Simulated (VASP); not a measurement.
# SrO (I4/mmm) in VASP: further runs, part 2 of 2

VASP 6.6.1. The steps go on from the part before.

**6. Single point, PBE (strain +0.050 along x and y, -0.025 along z)**

The input, INCAR:

```
SYSTEM = SrO
PREC     = Accurate       ! precision mode
ENCUT    = 520            ! plane-wave cutoff, eV
EDIFF    = 1E-6           ! SCF threshold, eV
ISMEAR   = 0              ! smearing method
SIGMA    = 0.05           ! smearing width, eV
LREAL    = .False.        ! projectors in reciprocal space
LASPH    = .True.         ! aspherical terms in the spheres
NELM     = 80             ! most SCF steps
ALGO     = Normal         ! electronic algorithm
ISIF     = 2              ! what is computed and relaxed
LWAVE    = .False.        ! write WAVECAR
LCHARG   = .True.         ! write CHGCAR
GGA      = PE             ! functional
LELF     = .True.         ! ELF
LVHAR    = .True.       
NBANDS   = 15             ! bands
```

The input, KPOINTS:

```
Automatic mesh
0
Gamma
  8 8 8
  0 0 0
```

The input, POSCAR:

```
SrO
1.0
    0.0000000000      2.6982900000      2.5055550000
    2.6982900000      0.0000000000      2.5055550000
    2.6982900000      2.6982900000      0.0000000000
Sr O
1 1
Direct
    0.0000000000      0.0000000000      0.0000000000
    0.5000000000      0.5000000000      0.5000000000
```

Potentials or basis: VASP PAW PBE potentials, release 64 (Sr_sv, O).

Started as:

```
> cat potpaw_PBE.64/Sr_sv/POTCAR potpaw_PBE.64/O/POTCAR > POTCAR
> mpirun -np 1 vasp_std > vasp.out
```

Run time: 42 s. Hardware: 1 thread of AMD EPYC 9R45, shared host; peak memory 0.15 GiB.

It converged, with:

```yaml
Free_energy: -12.0018 eV
Pressure: -1.7 GPa
Band_gap_on_the_k_mesh: 2.96 eV, indirect (least direct gap 3.23 eV)
```

Stress tensor (GPa, compression positive):
```
-4.42  0.00  0.00
 0.00 -4.42  0.00
 0.00  0.00  3.81
```

Levels at points of the mesh, in eV from the valence-band top:
```tsv
k point	band 6	band 7	band 8	band 9	band 10	band 11
(0.00, 0.00, 0.00)	-0.24	-0.24	0.00	3.23	5.75	5.75
(0.50, 0.00, 0.00)	-2.21	-1.21	-1.19	6.06	7.69	8.24
(0.50, 0.50, 0.00)	-0.41	-0.39	-0.39	2.96	7.20	9.53
(0.50, 0.00, 0.50)	-0.83	-0.37	-0.09	3.25	7.03	9.43
```

Caveat: the cell differs from its parent crystal (strain +0.050 along x and y, -0.025 along z). A k mesh can miss the band edges.

**7. Single point, PBE (strain +0.050 along x and y, +0.000 along z)**

The input, INCAR:

```
ALGO = Normal
EDIFF = 1E-7
ENCUT = 520
GGA = PE
ISIF = 2
ISMEAR = 0
LASPH = T
LCHARG = F
LREAL = F
LWAVE = F
NBANDS = 15
NELM = 80
PREC = Accurate
SIGMA = 0.05
```

The input, KPOINTS:

```
k-points
0
Gamma
  8 8 8
```

The input, POSCAR:

```
SrO
1.0
    0.0000000000      2.6982900000      2.5698000000
    2.6982900000      0.0000000000      2.5698000000
    2.6982900000      2.6982900000      0.0000000000
Sr O
1 1
Direct
    0.0000000000      0.0000000000      0.0000000000
    0.5000000000      0.5000000000      0.5000000000
```

Potentials or basis: VASP PAW PBE potentials, release 64 (Sr_sv, O).

Started as:

```
> cat potpaw_PBE.64/Sr_sv/POTCAR potpaw_PBE.64/O/POTCAR > POTCAR
> mpirun -np 1 vasp_std > vasp.out
```

OUTCAR:

```text
EDIFF = 1E-7
   ENCUT = 520
   GGA = PE
   ISIF = 2
   ISMEAR = 0
   LASPH = T
   LREAL = F
   NELM = 80
   PREC = Accurate

 ion  position               nearest neighbor table
   1  0.000  0.000  0.000-   2 2.57   2 2.57   2 2.70   2 2.70   2 2.70   2 2.70
   2  0.500  0.500  0.500-   1 2.57   1 2.57   1 2.70   1 2.70   1 2.70   1 2.70

  LATTYP: Found a body centered tetragonal cell.
 ALAT       =     3.8159583132
 C/A-ratio  =     1.3468700594

  Lattice vectors:

 A1 = (   0.0000000000,  -2.6982900000,  -2.5698000000)
 A2 = (   0.0000000000,   2.6982900000,  -2.5698000000)
 A3 = (   2.6982900000,   0.0000000000,   2.5698000000)

Analysis of symmetry for initial positions (statically):
=====================================================================
 Subroutine PRICEL returns:
 Original cell was already a primitive cell.

 Routine SETGRP: Setting up the symmetry group for a
 body centered tetragonal supercell.

 Subroutine GETGRP returns: Found 16 space group operations
 (whereof 16 operations were pure point group operations)
 out of a pool of 16 trial point group operations.

The static configuration has the point symmetry D_4h.
[... 166 lines left out ...]
 Fermi energy:         1.6586638278

 k-point     1 :       0.0000    0.0000    0.0000
  band No.  band energies     occupation
      1     -31.4997      2.00000
      2     -13.7401      2.00000
      3     -13.2380      2.00000
      4     -13.2380      2.00000
      5     -13.1961      2.00000
      6       1.1925      2.00000
      7       1.1925      2.00000
      8       1.3283      2.00000
      9       4.5298      0.00000
     10       7.1290      0.00000
     11       7.1290      0.00000
     12       7.4532      0.00000
     13       8.8872      0.00000
     14       9.5523      0.00000
[... 401 lines left out ...]
      2     -14.8392      2.00000
      3     -13.3479      2.00000
      4     -13.2986      2.00000
      5     -12.3212      2.00000
      6      -0.2719      2.00000
      7       0.4963      2.00000
      8       0.6674      2.00000
      9       6.6746      0.00000
     10       7.5783      0.00000
     11       9.1031      0.00000
     12       9.3875      0.00000
     13      11.0057      0.00000
     14      11.3339      0.00000
     15      15.6153      0.00000

 [... further k-points ...]
[... 5 lines left out ...]
  --------------------------------------------------------------------------------------
  -------------------------------------------------------------------------------------
  Total       -1.2711318     -1.2711318     -0.2667711      0.0000000     -0.0000000     -0.0000000
  in kB      -54.4245196    -54.4245196    -11.4220182      0.0000000     -0.0000000     -0.0000000
  external PRESSURE =     -40.0903525 kB  Pullay stress =       0.0000000 kB

 VOLUME and BASIS-vectors are now :
 -----------------------------------------------------------------------------
  energy-cutoff  :      520.00
  volume of cell :       37.42
      direct lattice vectors                 reciprocal lattice vectors
     0.000000000  2.698290000  2.569800000    -0.185302543  0.185302543  0.194567671
     2.698290000  0.000000000  2.569800000     0.185302543 -0.185302543  0.194567671
     2.698290000  2.698290000  0.000000000     0.185302543  0.185302543 -0.194567671

 POSITION                                       TOTAL-FORCE (eV/Angst)
 -----------------------------------------------------------------------------------
      0.00000      0.00000      0.00000        -0.000000      0.000000      0.000000
      2.69829      2.69829      2.56980         0.000000     -0.000000     -0.000000
 -----------------------------------------------------------------------------------
    total drift:                                0.000000      0.000000      0.000000

  FREE ENERGIE OF THE ION-ELECTRON SYSTEM (eV)
  ---------------------------------------------------
  free  energy   TOTEN  =       -12.0094437643 eV

  energy  without entropy=      -12.0094437643  energy(sigma->0) =      -12.00944376
```

stdout:

```text
POSCAR found type information on POSCAR SrO
 POSCAR found :  2 types and       2 ions
 scaLAPACK will be used
 LDA part: xc-table for (Slater+PW92), standard interpolation
 POSCAR, INCAR and KPOINTS ok, starting setup
 FFT: planning ... GRIDC
 FFT: planning ... GRID_SOFT
 FFT: planning ... GRID
 WAVECAR not read
 entering main loop
```

It took 51 s on 1 thread of AMD EPYC 9R45, shared host; peak memory 0.15 GiB.

What came out:

| Quantity | Value |
| --- | --- |
| Free energy | -12.0094 eV |
| Pressure | -4.0 GPa |
| Band gap on the k mesh | 3.10 eV, indirect (least direct gap 3.20 eV) |

Stress tensor (GPa, compression positive):
```
-5.44  0.00  0.00
 0.00 -5.44  0.00
 0.00  0.00 -1.14
```

Caveat: the cell differs from its parent crystal (strain +0.050 along x and y, +0.000 along z).

**8. Overview**

```tsv
cell	gap on the mesh (eV)	pressure (GPa)
a = 3.682, b = 3.682, c = 3.543 Å, angles 61.2, 61.2, 57.5°, 2 atoms	3.12	4.8
a = 3.591, b = 3.591, c = 3.725 Å, angles 58.8, 58.8, 62.5°, 2 atoms	2.86	5.0
a = 3.635, b = 3.635, c = 3.725 Å, angles 59.2, 59.2, 61.6°, 2 atoms	3.03	1.7
a = 3.639, b = 3.639, c = 3.816 Å, angles 58.4, 58.4, 63.2°, 2 atoms	2.79	1.3
a = 3.682, b = 3.682, c = 3.816 Å, angles 58.8, 58.8, 62.4°, 2 atoms	2.96	-1.7
a = 3.726, b = 3.726, c = 3.816 Å, angles 59.2, 59.2, 61.6°, 2 atoms	3.10	-4.0
```

Alike in all rows: task single point; level PBE; potentials or basis VASP PAW PBE potentials, release 64 (Sr_sv, O); no spin polarisation; k mesh 8 × 8 × 8; cutoff (eV) 520; smearing gaussian 0.05 eV.

Absolute energies hang on the potentials; compare differences alone.
